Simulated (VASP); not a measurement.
A run of VASP 6.6.1 is set up as follows.

The input POSCAR:

```
BaTiO3
1.0
    2.8273666084      1.6323808724      2.3183934932
   -2.8273666084      1.6323808724      2.3183934932
    0.0000000000     -3.2647617449      2.3183934932
Ba Ti O
1 1 3
Direct
    0.0000000000      0.0000000000      0.0000000000
    0.4845000000      0.4845000000      0.4845000000
    0.5086000000      0.0175000000      0.5086000000
    0.0175000000      0.5086000000      0.5086000000
    0.5086000000      0.5086000000      0.0175000000
```

Contents of INCAR.step1:

```
  PREC = Accurate
  ENCUT = 600
  ISMEAR = -1
  SIGMA = 0.05
  LREAL = F
  LASPH = T
  NELM = 60
  GGA = PE
  ALGO = Normal
  EDIFF = 1E-4
  LWAVE = T
  LCHARG = F
```

INCAR.step2

```
  PREC = Accurate
  ENCUT = 600
  EDIFF = 1E-6
  ISMEAR = -1
  SIGMA = 0.05
  LREAL = F
  LASPH = T
  NELM = 60
  ALGO = Normal
  ISIF = 3
  LWAVE = F
  LCHARG = F
  METAGGA = R2SCAN
  LMIXTAU = T
  LUSE_VDW = T
  IVDW_NL = 2
  BPARAM = 11.95
  CPARAM = 0.0093
  IBRION = 2
  NSW = 60
  EDIFFG = -0.01
  ISTART = 1
```

The input KPOINTS:

```
regular mesh
0
Gamma
  7 7 7
```

Potentials or basis: VASP PAW PBE potentials, release 64 (Ba_sv, Ti_sv, O).

Launch:

```bash
$ cat potpaw_PBE.64/Ba_sv/POTCAR potpaw_PBE.64/Ti_sv/POTCAR potpaw_PBE.64/O/POTCAR > POTCAR
$ cp INCAR.step1 INCAR
$ mpirun -np 1 vasp_std > vasp.out
$ cp INCAR.step2 INCAR
$ mpirun -np 1 vasp_std > vasp.out
```

Question: Predict the band gap on the k mesh.

Answer: 2.71 eV, indirect (least direct gap 3.03 eV).

Question: Estimate the space group after relaxing (to 0.05 Å).

Answer: R3m (No. 160).

The path:
| step | energy change (eV) | largest force (eV/Å) | pressure (GPa) | volume (Å³) |
| --- | --- | --- | --- | --- |
| 1 | 0.0000 | 0.2912 | 2.42 | 64.20 |
| 2 | 0.0043 | 0.1631 | -3.19 | 66.02 |
| 3 | -0.0076 | 0.0844 | -0.15 | 65.00 |
| 4 | -0.0082 | 0.0441 | -0.08 | 64.93 |
| 5 | -0.0084 | 0.0050 | 0.00 | 64.86 |

Caveat: the PAW data sets were made with another functional, which shifts forces and pressure a little; spin-orbit coupling is left out, which moves the levels of the heavy elements. r2SCAN opens gaps a little over a GGA but as a rule still falls short of measured ones.
